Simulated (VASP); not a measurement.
Input of a VASP 6.6.1 run:

The input INCAR:

```
PREC = Accurate
ENCUT = 520
EDIFF = 1E-8
ISMEAR = -1
SIGMA = 0.05
LREAL = F
LASPH = T
NELM = 80
ALGO = Normal
ISIF = 2
LWAVE = F
LCHARG = F
GGA = PE
LEFG = T
NBANDS = 11
```

File KPOINTS:

```
Automatic mesh
0
Gamma
  11 11 11
```

POSCAR

```
Ca
1.0
    0.0000000000      2.7376447309      2.7376447309
    2.7376447309      0.0000000000      2.7376447309
    2.7376447309      2.7376447309      0.0000000000
Ca
1
Direct
    0.0000000000      0.0000000000      0.0000000000
```

Potentials or basis: VASP PAW PBE potentials, release 64 (Ca_sv).

Run with:

```bash
$ cat potpaw_PBE.64/Ca_sv/POTCAR > POTCAR
$ mpirun -np 1 vasp_std > vasp.out
```

(1) What does it give for the pressure?

(2) What does it give for the band gap on the k mesh?

## Answers

(1) 0.5 GPa.

(2) zero (band 5 reaches 2.21 eV, above the bottom of band 6 at 1.97 eV).

Caveat: without QUAD_EFG the Cq values of the log hold for a quadrupole moment of 1 mb, not for the nuclei.
